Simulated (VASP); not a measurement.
Crystal: Si7B.

```
Si B
1.0
     5.29229    0.00000    0.00000
     0.00000    5.29229    0.00000
     0.00000    0.00000    5.29229
Si B
7 1
Direct
  0.25262 0.25262 0.25262
  0.00000 0.50000 0.50000
  0.50000 0.50000 0.00000
  0.50000 0.00000 0.50000
  0.74738 0.25262 0.74738
  0.74738 0.74738 0.25262
  0.25262 0.74738 0.74738
  0.00000 0.00000 0.00000
```

The cell was generated, and may not be a known phase.

* Program: VASP 6.6.1
* Task: relaxation of cell and atoms
* Functional: PBE
* Potentials or basis: VASP PAW PBE potentials, release 64 (Si, B)
* Cutoff: 600 eV
* k mesh: 3 × 3 × 3
* Occupations: gaussian, width 0.2 eV
* Spin: no spin polarisation

At the start: pressure 2.5 GPa; volume 18.53 Å³/atom.

Where does the relaxation end?

Over 6 steps the energy falls by 174.8 meV/atom and the volume is 18.24 Å³/atom (-1.6 %); space group P-43m (No. 215, to 0.1 Å) before and after.

The path:
```
step  energy change (eV)  largest force (eV/Å)  pressure (GPa)  volume (Å³)
   1              0.0000                2.7353            2.48       148.23
   2             -1.0169                1.2049           -3.92       154.46
   3             -1.1271                0.5081           -5.87       157.17
   4             -1.3364                0.5964            2.10       142.71
   5             -1.3924                0.1802           -0.72       146.95
   6             -1.3983                0.0443            0.05       145.91
```

Final structure:
```xyz
8
Lattice="5.2645 0.0000 0.0000 0.0000 5.2645 0.0000 0.0000 0.0000 5.2645" Properties=species:S:1:pos:R:3 pbc="T T T"
Si    1.1972    1.1972    1.1972
Si    5.2645    2.6323    2.6323
Si    2.6323    2.6323    0.0000
Si    2.6323    0.0000    2.6323
Si    4.0674    1.1972    4.0674
Si    4.0674    4.0674    1.1972
Si    1.1972    4.0674    4.0674
B     5.2645    0.0000    0.0000
```

Caveat: the k points lie up to 0.40 Å⁻¹ apart in the final cell, too coarse for converged energies and pressures of a metal; the relaxation stopped at a loose force limit of 0.08 eV/Å, so its end isn't a converged minimum.
